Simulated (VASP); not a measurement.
# Cs (Fm-3m) in VASP: a series of runs, part 2 of 2

VASP 6.6.1. Earlier steps stand in the parts before.

**4. Single point, PBE (75.76 Å³/atom)**

This run uses another cell than the first one, of 75.76 Å³/atom.

Input file INCAR:

```
  ALGO = Normal
  EDIFF = 1E-7
  ENCUT = 520
  GGA = PE
  ISIF = 2
  ISMEAR = -1
  LASPH = True
  LCHARG = False
  LREAL = False
  LWAVE = False
  NBANDS = 10
  NELM = 100
  PREC = Accurate
  SIGMA = 0.05
```

Input file KPOINTS:

```
k-points
0
Gamma
  10 10 10
```

Input file POSCAR:

```
Cs
1.0
    0.0000000000      3.3583862065      3.3583862065
    3.3583862065      0.0000000000      3.3583862065
    3.3583862065      3.3583862065      0.0000000000
Cs
1
Direct
    0.0000000000      0.0000000000      0.0000000000
```

Potentials or basis: VASP PAW PBE potentials, release 64 (Cs_sv).

Launch:

```console
$ cat potpaw_PBE.64/Cs_sv/POTCAR > POTCAR
$ mpirun -np 1 vasp_std > vasp.out
```

OUTCAR:

```text
EDIFF = 1E-7
   ENCUT = 520
   GGA = PE
   ISIF = 2
   ISMEAR = -1
   LASPH = True
   LREAL = False
   NELM = 100
   PREC = Accurate

 ion  position               nearest neighbor table
   1  0.000  0.000  0.000-

  LATTYP: Found a face centered cubic cell.
 ALAT       =     6.7167724130

  Lattice vectors:

 A1 = (   0.0000000000,   3.3583862065,   3.3583862065)
 A2 = (   3.3583862065,   0.0000000000,   3.3583862065)
 A3 = (   3.3583862065,   3.3583862065,   0.0000000000)

Analysis of symmetry for initial positions (statically):
=====================================================================
 Subroutine PRICEL returns:
 Original cell was already a primitive cell.

 Routine SETGRP: Setting up the symmetry group for a
 face centered cubic supercell.

 Subroutine GETGRP returns: Found 48 space group operations
 (whereof 48 operations were pure point group operations)
 out of a pool of 48 trial point group operations.

The static configuration has the point symmetry O_h .

Analysis of symmetry for dynamics (positions and initial velocities):
[... 163 lines left out ...]
 k-point     1 :       0.0000    0.0000    0.0000
  band No.  band energies     occupation
      1     -21.9858      2.00000
      2      -8.5831      2.00000
      3      -8.5831      2.00000
      4      -8.5831      2.00000
      5      -0.3211      2.00000
      6       4.3915      0.00000
      7       4.3915      0.00000
      8       4.3915      0.00000
      9       5.9829      0.00000
     10       5.9829      0.00000
[... 287 lines left out ...]
 k-point    24 :       0.4000    0.3000    0.0000
  band No.  band energies     occupation
      1     -21.9420      2.00000
      2      -8.9769      2.00000
      3      -8.7391      2.00000
      4      -8.7220      2.00000
      5       1.5340      1.97108
      6       2.7382      0.00000
      7       3.6562      0.00000
      8       5.6113      0.00000
      9       6.0085      0.00000
     10       7.0948      0.00000

 [... further k-points ...]

------------------------ aborting loop because EDIFF is reached ----------------------------------------

  FORCE on cell =-STRESS in cart. coord.  units (eV):
  Direction    XX          YY          ZZ          XY          YZ          ZX
  --------------------------------------------------------------------------------------
  -------------------------------------------------------------------------------------
  Total        0.7533162      0.7533162      0.7533162      0.0000000      0.0000000     -0.0000000
  in kB       15.9318415     15.9318415     15.9318415      0.0000000      0.0000000     -0.0000000
  external PRESSURE =      15.9318415 kB  Pullay stress =       0.0000000 kB

 VOLUME and BASIS-vectors are now :
 -----------------------------------------------------------------------------
  energy-cutoff  :      520.00
  volume of cell :       75.76
      direct lattice vectors                 reciprocal lattice vectors
     0.000000000  3.358386207  3.358386207    -0.148881031  0.148881031  0.148881031
     3.358386207  0.000000000  3.358386207     0.148881031 -0.148881031  0.148881031
     3.358386207  3.358386207  0.000000000     0.148881031  0.148881031 -0.148881031

 POSITION                                       TOTAL-FORCE (eV/Angst)
 -----------------------------------------------------------------------------------
      0.00000      0.00000      0.00000         0.000000      0.000000      0.000000
 -----------------------------------------------------------------------------------
    total drift:                               -0.000000      0.000000      0.000000

  FREE ENERGIE OF THE ION-ELECTRON SYSTEM (eV)
  ---------------------------------------------------
  free  energy   TOTEN  =        -0.6916688608 eV

  energy  without entropy=       -0.6768365204  energy(sigma->0) =       -0.68425269
```

OSZICAR:

```text
N       E                     dE             d eps       ncg     rms          rms(c)
DAV:   1     0.487540628491E+02    0.48754E+02   -0.32063E+03   940   0.659E+02
DAV:   2     0.337687296775E+01   -0.45377E+02   -0.44360E+02  1156   0.115E+02
DAV:   3    -0.654108303102E+00   -0.40310E+01   -0.40248E+01  1116   0.382E+01
DAV:   4    -0.696106635697E+00   -0.41998E-01   -0.41987E-01  1162   0.452E+00
DAV:   5    -0.696283053336E+00   -0.17642E-03   -0.17641E-03  1158   0.276E-01    0.239E-01
DAV:   6    -0.692547474583E+00    0.37356E-02   -0.53169E-03  1092   0.340E-01    0.129E-01
DAV:   7    -0.691526239954E+00    0.10212E-02   -0.62934E-03  1068   0.380E-01    0.568E-02
DAV:   8    -0.691669367875E+00   -0.14313E-03   -0.15885E-04  1080   0.952E-02    0.627E-03
DAV:   9    -0.691669671276E+00   -0.30340E-06   -0.13670E-06  1278   0.695E-03    0.399E-03
DAV:  10    -0.691668304973E+00    0.13663E-05   -0.12916E-06  1066   0.629E-03    0.807E-04
DAV:  11    -0.691668840673E+00   -0.53570E-06   -0.84052E-08   958   0.194E-03    0.225E-04
DAV:  12    -0.691668860836E+00   -0.20163E-07   -0.55594E-09   620   0.397E-04
   1 F= -.69166886E+00 E0= -.68425269E+00  d E =-.148323E-01
```

Run time: 15 s. Hardware: 1 thread of Intel Xeon 6975P-C (Granite Rapids), shared host; peak memory 0.21 GiB.

What came out:

| Quantity | Value |
| --- | --- |
| Free energy | -0.6917 eV |
| Pressure | 1.6 GPa |
| Band gap on the k mesh | zero (an odd number of electrons rules out a gap without spin polarisation) |

Levels at points of the mesh, in eV from the Fermi level:
| k point | band 1 | band 2 | band 3 | band 4 | band 5 | band 6 | band 7 | band 8 | band 9 | band 10 |
| --- | --- | --- | --- | --- | --- | --- | --- | --- | --- | --- |
| (0.00, 0.00, 0.00) | -23.73 | -10.33 | -10.33 | -10.33 | -2.07 | 2.65 | 2.65 | 2.65 | 4.24 | 4.24 |
| (0.50, 0.00, 0.00) | -23.69 | -10.84 | -10.39 | -10.39 | -0.21 | 1.42 | 2.43 | 2.43 | 5.44 | 5.46 |
| (0.50, 0.50, 0.00) | -23.68 | -10.81 | -10.51 | -10.51 | -0.16 | 0.69 | 2.44 | 5.49 | 5.50 | 5.50 |

Caveat: spin-orbit coupling is left out, which moves the levels of the heavy elements.
